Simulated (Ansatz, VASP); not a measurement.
# ZnCd3O4: VASP beside Ansatz

The input INCAR:

```
ALGO = Normal ; EDIFF = 1E-6
ENCUT = 520 ; GGA = PE
ISIF = 2 ; ISMEAR = 0
LASPH = True ; LCHARG = True
LELF = True ; LREAL = False
LVHAR = True ; LWAVE = False
NBANDS = 46 ; NELM = 100
PREC = Accurate ; SIGMA = 0.1
```

KPOINTS

```
k-points
0
Gamma
  4 4 4
```

Contents of POSCAR:

```
ZnCd3O4
1.0
    4.9987277000      0.0000000000      0.0000000000
    0.0000000000      4.9987277000      0.0000000000
    0.0000000000      0.0000000000      4.9987277000
Zn Cd O
1 3 4
Direct
    0.0000000000      0.0000000000      0.0000000000
    0.0000000000      0.5000000000      0.5000000000
    0.5000000000      0.0000000000      0.5000000000
    0.5000000000      0.5000000000      0.0000000000
    0.7678240000      0.7678240000      0.2321760000
    0.7678240000      0.2321760000      0.7678240000
    0.2321760000      0.7678240000      0.7678240000
    0.2321760000      0.2321760000      0.2321760000
```

Input for Ansatz:

```yaml
crystal:
  lattice:
    - [4.9987277, 0.0, 0.0]
    - [0.0, 4.9987277, 0.0]
    - [0.0, 0.0, 4.9987277]
  atoms:
    - { symbol: Zn, position: [0.0, 0.0, 0.0] }
    - { symbol: Cd, position: [0.0, 0.5, 0.5] }
    - { symbol: Cd, position: [0.5, 0.0, 0.5] }
    - { symbol: Cd, position: [0.5, 0.5, 0.0] }
    - { symbol: O, position: [0.767824, 0.767824, 0.232176] }
    - { symbol: O, position: [0.767824, 0.232176, 0.767824] }
    - { symbol: O, position: [0.232176, 0.767824, 0.767824] }
    - { symbol: O, position: [0.232176, 0.232176, 0.232176] }
basis:
  ecutwfc: 420
kpoints:
  mp_grid: { grid: [4, 4, 4] }
hamiltonian:
  xc: pbe
scf:
  occupations: { method: gaussian, width: 0.1 }
  lower_state_search: "off"
output:
  forces: true
  stress: true
  eigenvalues: true
```

Alike in both runs: task single point; functional PBE; k mesh 4 × 4 × 4; occupations gaussian, width 0.1 eV; no spin polarisation.

|  | VASP | Ansatz |
| --- | --- | --- |
| version | VASP 6.6.1 | Ansatz 0.2.0 |
| potentials or method | VASP PAW PBE potentials, release 64 (Zn, Cd, O), cutoff 520 eV | scalar-relativistic, plane waves, PAW |
| valence electrons in the cell | 72 | 96 |

```csv
,VASP,Ansatz,Ansatz less VASP
gap on the k mesh at the Fermi level (eV),none,none,-
pressure (GPa),1.1,0.0,-1.07
rms of the force components (eV/Å),0.013,0.003,-0.0107
```

Atom by atom the forces differ by 0.016 eV/Å (rms over components). A gap of «none» marks a metal or a gap that the smearing closes. The functional is the same, so the differences come from potentials, cutoffs and numerics. VASP's potentials hold 72 valence electrons a cell and Ansatz's 96, so a difference there can come from the potentials and not from the codes.
